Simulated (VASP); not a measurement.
A run of VASP 6.6.1:

The input INCAR:

```
SYSTEM = SrVO3
PREC     = Accurate       ! precision mode
ENCUT    = 520            ! plane-wave cutoff, eV
EDIFF    = 1E-6           ! SCF threshold, eV
ISMEAR   = -1             ! smearing method
SIGMA    = 0.1            ! smearing width, eV
LREAL    = .FALSE.        ! projectors in reciprocal space
LASPH    = .TRUE.         ! aspherical terms in the spheres
NELM     = 150            ! most SCF steps
ALGO     = Normal         ! electronic algorithm
ISIF     = 2              ! what is computed and relaxed
LWAVE    = .FALSE.        ! write WAVECAR
LCHARG   = .TRUE.         ! write CHGCAR
ISPIN    = 2              ! spin polarisation
MAGMOM   = 0 0.24 0 0 0   ! initial moments
LORBIT   = 11             ! projections on sites
NUPDOWN  = 0.24           ! fixed moment
LMAXMIX  = 4              ! l up to which the mixer works
LDAU     = .TRUE.         ! DFT+U
LDAUTYPE = 2            
LDAUL    = -1 2 -1        ! shell
LDAUU    = 0 6.2 0        ! U, eV
LDAUJ    = 0 0 0        
LDAUPRINT= 1            
GGA      = PE             ! functional
LELF     = .TRUE.         ! ELF
LVHAR    = .TRUE.       
NBANDS   = 32             ! bands
```

Contents of KPOINTS:

```
regular mesh
0
G
  5 5 5
  0 0 0
```

File POSCAR:

```
SrVO3
1.0
    3.8425000000      0.0000000000      0.0000000000
    0.0000000000      3.8425000000      0.0000000000
    0.0000000000      0.0000000000      3.8425000000
Sr V O
1 1 3
Direct
    0.0000000000      0.0000000000      0.0000000000
    0.5000000000      0.5000000000      0.5000000000
    0.5000000000      0.0000000000      0.5000000000
    0.0000000000      0.5000000000      0.5000000000
    0.5000000000      0.5000000000      0.0000000000
```

Potentials or basis: VASP PAW PBE potentials, release 64 (Sr_sv, V_sv, O).

Launch:

```bash
$ cat potpaw_PBE.64/Sr_sv/POTCAR potpaw_PBE.64/V_sv/POTCAR potpaw_PBE.64/O/POTCAR > POTCAR
$ mpirun -np 1 vasp_std > vasp.out
```

Hardware: 1 thread of Intel(R) Xeon(R) Platinum 8488C (Sapphire Rapids), with other jobs on the host.

Question: Estimate the wall time of this run.

Answer: It took 44 s on 1 thread of Intel(R) Xeon(R) Platinum 8488C (Sapphire Rapids), with other jobs on the host, peak memory 0.2 GiB. Counts: scf iterations 18, k points 10.
